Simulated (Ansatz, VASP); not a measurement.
Two plane-wave programs on H9C6N5

```xyz
40
Lattice="8.6088 0.0000 0.0000 0.0000 8.6088 0.0000 0.0000 0.0000 8.6088" Properties=species:S:1:pos:R:3 pbc="T T T"
N     2.8059    8.6321   -0.7772
N     1.9208    8.2630   -0.2309
N     3.9566    4.4777    0.3014
N     3.7609    5.5048    0.6514
N     5.9048    6.9259    2.7189
N     6.6257    2.7777    3.3772
N     9.5411    5.2517   10.5851
N    -0.2389    7.2358    5.5982
N     8.1247    2.0714    8.1459
N     3.1454    2.1665    4.7499
C     5.2239    5.6246    4.8757
C     5.6094    6.3451    3.6793
C     5.0396    1.4167    1.8151
C     5.9177    2.1809    2.6741
C     7.6807    5.6226    8.7878
C     8.7129    5.4075    9.7841
C     0.7429    8.4067    3.4792
C     0.1948    7.7649    4.6581
C     6.1166    1.6997    6.5142
C     7.2304    1.8985    7.4221
C     1.4496    3.9127    5.6987
C     2.3915    2.9444    5.1719
H     5.2165    4.5474    4.6652
H     5.9499    5.8344    5.6722
H     4.2239    5.9465    5.1961
H     4.0568    1.9009    1.7553
H     5.4790    1.3405    0.8110
H     4.9352    0.3988    2.2172
H     7.1809    6.5815    8.9868
H     8.1127    5.6528    7.7766
H     6.9342    4.8176    8.8518
H     0.9629    7.6399    2.7247
H     0.0196    9.1215    3.0656
H     1.6624    8.9483    3.7406
H     5.2400    2.2595    6.8587
H     6.3823    2.0519    5.5059
H     5.8536    0.6356    6.4569
H     1.8689    4.4046    6.5869
H     1.2091    4.6652    4.9356
H     0.5272    3.4015    6.0007
```

Alike in both runs: functional PBE; k mesh 1 × 1 × 1; occupations fermi-dirac, width 0.05 eV; no spin polarisation.

Ansatz relaxed the structure, and its values are those at the end. VASP's run is a single point on that final structure, the one shown.

|  | VASP | Ansatz |
| --- | --- | --- |
| version | VASP 6.6.1 | Ansatz 0.2.0 |
| potentials or method | VASP PAW PBE potentials, release 64 (N_h, C_h, H_h), cutoff 1000 eV | scalar-relativistic, plane waves, PAW |
| valence electrons in the cell | 116 | 116 |

```csv
,VASP,Ansatz,Ansatz less VASP
rms of the force components (eV/Å),0.038,0.042,+0.0032
```
